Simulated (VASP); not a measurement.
I, 4 atoms in the cell. It takes space group Cmce (No. 64, orthorhombic). The conventional cell has a = 7.270 Å, b = 4.790 Å, c = 9.793 Å, α = 90.00°, β = 90.00°, γ = 90.00°. Within 3.6 Å of I (site symmetry m) lie 3 I at 2.68 to 3.56 Å. 

```yaml
Program: VASP 6.6.1
Task: equation of state
Functional: TPSS
Potentials_or_basis: VASP PAW PBE potentials, release 64 (I)
Cutoff: 600 eV
k_mesh: 9 × 9 × 4
Occupations: gaussian, width 0.03 eV
Spin: no spin polarisation
Tolerance_level: tight
Purpose: equation of state
Eos_scales: "[0.91, 0.94, 0.97, 1.0, 1.03, 1.06, 1.09]"
Further_INCAR_settings: ALGO = Normal; EDIFF = 1e-07; NSW = 0
```

Potentials or basis: VASP PAW PBE potentials, release 64 (I).

Launch:

```bash
$ cat potpaw_PBE.64/I/POTCAR > POTCAR
$ cp POSCAR.step1 POSCAR
$ mpirun -np 8 vasp_std > vasp.out
$ cp POSCAR.step2 POSCAR
$ mpirun -np 8 vasp_std > vasp.out
$ cp POSCAR.step3 POSCAR
$ mpirun -np 8 vasp_std > vasp.out
$ cp POSCAR.step4 POSCAR
$ mpirun -np 8 vasp_std > vasp.out
$ cp POSCAR.step5 POSCAR
$ mpirun -np 8 vasp_std > vasp.out
$ cp POSCAR.step6 POSCAR
$ mpirun -np 8 vasp_std > vasp.out
$ cp POSCAR.step7 POSCAR
$ mpirun -np 8 vasp_std > vasp.out
```

Hardware: 8 MPI ranks on AMD EPYC 7R43 64-Core Processor (Zen 3) (shared host).

Q: Estimate the wall time of this run.

A: It took 28 min on 8 MPI ranks on AMD EPYC 7R43 64-Core Processor (Zen 3) (shared host), peak memory 0.48 GiB a rank. Counts: k points 75.
